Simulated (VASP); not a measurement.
A run of VASP 6.6.1 is set up as follows.

The input INCAR:

```
  PREC = Accurate
  ENCUT = 520
  EDIFF = 1E-6
  ISMEAR = 0
  SIGMA = 0.05
  LREAL = F
  LASPH = T
  NELM = 80
  ALGO = Normal
  ISIF = 2
  LWAVE = F
  LCHARG = F
  LDIPOL = T
  IDIPOL = 3
  DIPOL = 0.5 0.5 0.500
  GGA = PE
  NBANDS = 28
```

The input KPOINTS:

```
Automatic mesh
0
Gamma
  9 9 1
```

POSCAR

```
WSe
1.0
    3.3200828448      0.0000000000      0.0000000000
   -1.6600414224      2.8752760862      0.0000000000
    0.0000000000      0.0000000000     31.6542363175
W Se
2 2
Direct
    0.0000000000      0.0000000000      0.2376067035
    0.0000000000      0.0000000000      0.7623932650
    0.3333333333      0.6666666667      0.2892074889
    0.3333333333      0.6666666667      0.7107925426
```

Potentials or basis: VASP PAW PBE potentials, release 64 (W_sv, Se).

Command:

```bash
$ cat potpaw_PBE.64/W_sv/POTCAR potpaw_PBE.64/Se/POTCAR > POTCAR
$ mpirun -np 1 vasp_std > vasp.out
```

What does it give for the band gap on the k mesh?

0.35 eV, indirect (least direct gap 0.75 eV).

What does it give for the largest force?

0.034 eV/Å.

Forces on the atoms (eV/Å):
```
W    0.000  0.000 -0.034
W    0.000  0.000  0.034
Se   0.000  0.000  0.034
Se   0.000  0.000 -0.034
```

Caveat: spin-orbit coupling is left out, which moves the levels of the heavy elements.
